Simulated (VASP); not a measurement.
Set up this calculation in VASP 6.6.1, as the native input.

- Task: single point
- Functional: PBEsol
- Potentials or basis: VASP PAW PBE potentials, release 64 (Ga_d, In_d, P)
- Cutoff: 520 eV
- k mesh: 1 × 1 × 1
- Occupations: fermi-dirac, width 0.05 eV
- Spin: no spin polarisation
- Dipole correction: no
- Further INCAR settings: ALGO = Normal; EDIFF = 1e-06; NBANDS = 66

The structure of In2GaP3 (an interface model) lies in POSCAR:

```
In2GaP3
1.0
    2.7192440000     -2.7192440000      0.0000000000
    0.0000000000      0.0000000000      5.4384880000
   -8.9268960000     -8.9268960000      0.0000000000
Ga In P
2 4 6
Direct
    0.0039800000      0.9965410000      0.6977410000
    0.5081680000      0.5088580000      0.8490150000
    0.0026030000      0.9801990000      0.9981860000
    0.9836960000      0.0013900000      0.3433490000
    0.4938840000      0.5101280000      0.5185910000
    0.4894580000      0.5003510000      0.1716690000
    0.9919580000      0.2561910000      0.5219730000
    0.0044320000      0.2433830000      0.8490560000
    0.9969840000      0.2540990000      0.1754920000
    0.5061220000      0.7469360000      0.3436620000
    0.4882890000      0.7494420000      0.6904880000
    0.5073130000      0.7549280000      0.9993120000
```

These files were run (other wordings do the same):

INCAR

```
SYSTEM = In2GaP3
ALGO = Normal ; EDIFF = 1E-6
ENCUT = 520 ; GGA = PS
ISIF = 2 ; ISMEAR = -1
LASPH = .True. ; LCHARG = .True.
LELF = .True. ; LREAL = .False.
LVHAR = .True. ; LWAVE = .False.
NBANDS = 66 ; NELM = 100
PREC = Accurate ; SIGMA = 0.05
```

KPOINTS

```
k-points
0
Gamma
  1 1 1
  0 0 0
```

Potentials or basis: VASP PAW PBE potentials, release 64 (Ga_d, In_d, P).

Command:

```bash
$ cat potpaw_PBE.64/Ga_d/POTCAR potpaw_PBE.64/In_d/POTCAR potpaw_PBE.64/P/POTCAR > POTCAR
$ mpirun -np 1 vasp_gam > vasp.out
```

Results of the run:

| Item | Value |
| --- | --- |
| Pressure | 17.3 GPa |
| Largest force | 3.586 eV/Å |

Caveat: the k points lie up to 1.63 Å⁻¹ apart; the PAW data sets were made with another functional, which shifts forces and pressure a little; spin-orbit coupling is left out, which moves the levels of the heavy elements.

It took 47 s on 1 thread of Intel(R) Xeon(R) Platinum 8488C (Sapphire Rapids), with other jobs on the host, peak memory 0.3 GiB.
